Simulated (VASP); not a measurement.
Runs of VASP 6.6.1 on Ir. The structure is that of space group I4/mmm (No. 139), or close to it. The cells are those of the table. 

```csv
potentials or basis,cell,cutoff (eV),second run,gap on the mesh (eV),pressure (GPa)
"VASP PAW LDA potentials, release 64 (Ir_sv_GW)","a = 2.822, b = 2.822, c = 2.555 Å, angles 63.1, 63.1, 53.8°, 1 atom",500,valence_matched,none,-0.7
"VASP PAW LDA potentials, release 64 (Ir_sv_GW)","a = 2.765, b = 2.765, c = 2.630 Å, angles 61.6, 61.6, 56.8°, 1 atom",500,valence_matched,none,-6.7
"VASP PAW LDA potentials, release 64 (Ir)","a = 2.645, b = 2.645, c = 2.949 Å, angles 56.1, 56.1, 67.8°, 1 atom",520,-,none,(c)
"VASP PAW LDA potentials, release 64 (Ir)","a = 2.962, b = 2.962, c = 2.419 Å, angles 65.9, 65.9, 48.2°, 1 atom",520,-,none,26.6
"VASP PAW LDA potentials, release 64 (Ir_sv_GW)","a = 2.645, b = 2.645, c = 2.949 Å, angles 56.1, 56.1, 67.8°, 1 atom",500,valence_matched,none,(a)
"VASP PAW LDA potentials, release 64 (Ir)","a = 2.660, b = 2.660, c = 2.866 Å, angles 57.4, 57.4, 65.2°, 1 atom",520,-,none,(b)
"VASP PAW LDA potentials, release 64 (Ir_sv_GW)","a = 2.885, b = 2.885, c = 2.488 Å, angles 64.5, 64.5, 51.1°, 1 atom",500,valence_matched,none,8.4
"VASP PAW LDA potentials, release 64 (Ir)","a = 2.885, b = 2.885, c = 2.488 Å, angles 64.5, 64.5, 51.1°, 1 atom",520,-,none,12.6
```

Alike in all rows: task single point; level LDA; no spin polarisation; k mesh 8 × 8 × 8; smearing gaussian 0.15 eV.

Estimate the missing entries.

(a) -0.1; (b) 0.0; (c) 4.2.

Caveats: some runs use coarse meshes; spin-orbit coupling is left out, which moves the levels of the heavy elements.

A k mesh can miss the band edges, and the runs leave out spin-orbit coupling on Ir.

A gap of «none» marks levels without a gap at the run's occupations.

The runs don't all hold the same shells in valence.
